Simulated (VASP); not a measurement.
Input of a VASP 6.6.1 run:

POSCAR

```
CdS
1.0
    0.0000000000      2.8792130994      2.8792130994
    2.8792130994      0.0000000000      2.8792130994
    2.8792130994      2.8792130994      0.0000000000
Cd S
1 1
Direct
    0.0000000000      0.0000000000      0.0000000000
    0.2500000000      0.2500000000      0.2500000000
```

File INCAR.step1:

```
  PREC = Accurate
  ENCUT = 520
  ISMEAR = 0
  SIGMA = 0.01
  LREAL = F
  LASPH = T
  NELM = 100
  NBANDS = 16
  GGA = PE
  ALGO = Normal
  EDIFF = 1E-4
  LWAVE = T
  LCHARG = F
```

The input INCAR.step2:

```
  PREC = Accurate
  ENCUT = 520
  EDIFF = 1E-7
  ISMEAR = 0
  SIGMA = 0.01
  LREAL = F
  LASPH = T
  NELM = 100
  ALGO = Normal
  ISIF = 2
  LWAVE = F
  LCHARG = F
  METAGGA = R2SCAN
  LMIXTAU = T
  NBANDS = 16
  ISTART = 1
```

The input KPOINTS:

```
regular mesh
0
Gamma
  6 6 6
```

Potentials or basis: VASP PAW PBE potentials, release 64 (Cd, S).

Run with:

```bash
$ cat potpaw_PBE.64/Cd/POTCAR potpaw_PBE.64/S/POTCAR > POTCAR
$ cp INCAR.step1 INCAR
$ mpirun -np 1 vasp_std > vasp.out
$ cp INCAR.step2 INCAR
$ mpirun -np 1 vasp_std > vasp.out
```

(1) What does it give for the pressure?

(2) Predict the band gap on the k mesh.

Results:

(1) 4.7 GPa.

(2) 1.68 eV, direct.

Caveat: the PAW data sets were made with another functional, which shifts forces and pressure a little.
